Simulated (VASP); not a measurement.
A run of VASP 6.6.1 is set up as follows.

File INCAR:

```
PREC = Accurate ; ENCUT = 600
EDIFF = 1E-6 ; ISMEAR = 0
SIGMA = 0.1 ; LREAL = F
LASPH = T ; NELM = 60
ALGO = Normal ; ISIF = 3
LWAVE = F ; LCHARG = F
GGA = PE ; IBRION = 2
NSW = 90 ; EDIFFG = -0.04
```

File KPOINTS:

```
Automatic mesh
0
Gamma
  6 6 4
```

Contents of POSCAR:

```
Al2BN3
1.0
    3.3068103300      0.0000000000      0.0000000000
    0.0000000000      3.3068103300      0.0000000000
    0.0000000000      0.0000000000      5.5006673300
Al B N
2 1 3
Direct
    0.5000000000      0.0000000000      0.2671410100
    0.0000000000      0.5000000000      0.7328589900
    0.5000000000      0.5000000000      0.0000000000
    0.0000000000      0.0000000000      0.0000000000
    0.5000000000      0.0000000000      0.6756250300
    0.0000000000      0.5000000000      0.3243749700
```

Potentials or basis: VASP PAW PBE potentials, release 64 (Al, B, N).

Launch:

```bash
$ cat potpaw_PBE.64/Al/POTCAR potpaw_PBE.64/B/POTCAR potpaw_PBE.64/N/POTCAR > POTCAR
$ mpirun -np 1 vasp_std > vasp.out
```

(1) Estimate the band gap on the k mesh.

(2) Predict the space group after relaxing (to 0.05 Å).

Results:

(1) zero (band 12 reaches 6.99 eV, above the bottom of band 13 at 6.42 eV).

(2) P-4m2 (No. 115).
